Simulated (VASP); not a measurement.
CsCaF3, 5 atoms in the cell. The structure is cubic, space group Pm-3m (No. 221). Conventional cell: a = 4.521 Å, b = 4.521 Å, c = 4.521 Å, α = 90.00°, β = 90.00°, γ = 90.00°. Within 4.2 Å of Cs (site symmetry m-3m) lie 12 F at 3.20 Å and 8 Ca at 3.91 Å. Ca (site symmetry m-3m) has 6 F at 2.26 Å within 3.0 Å. F (site symmetry 4/mmm) has 2 Ca at 2.26 Å within 3.0 Å. 

| Item | Value |
| --- | --- |
| Program | VASP 6.6.1 |
| Task | single point |
| Functional | LDA |
| Potentials or basis | VASP PAW LDA potentials, release 64 (Cs_sv, Ca_sv, F) |
| Cutoff | 600 eV |
| k mesh | 3 × 3 × 3, shifted |
| Occupations | fermi-dirac, width 0.2 eV |
| Spin | no spin polarisation |
| Dipole correction | no |
| Further INCAR settings | ALGO = Normal; EDIFF = 1e-06; NBANDS = 28 |

Potentials or basis: VASP PAW LDA potentials, release 64 (Cs_sv, Ca_sv, F).

The run is started by

```console
$ cat potpaw_LDA.64/Cs_sv/POTCAR potpaw_LDA.64/Ca_sv/POTCAR potpaw_LDA.64/F/POTCAR > POTCAR
$ mpirun -np 1 vasp_std > vasp.out
```

Hardware: 1 thread of AMD EPYC 7R13 Processor (Zen 3), on a shared host.

Estimate the wall time of this run.

Wall time 13 s on 1 thread of AMD EPYC 7R13 Processor (Zen 3) (shared host), peak memory 0.15 GiB. Counts: scf iterations 13, k points 4.
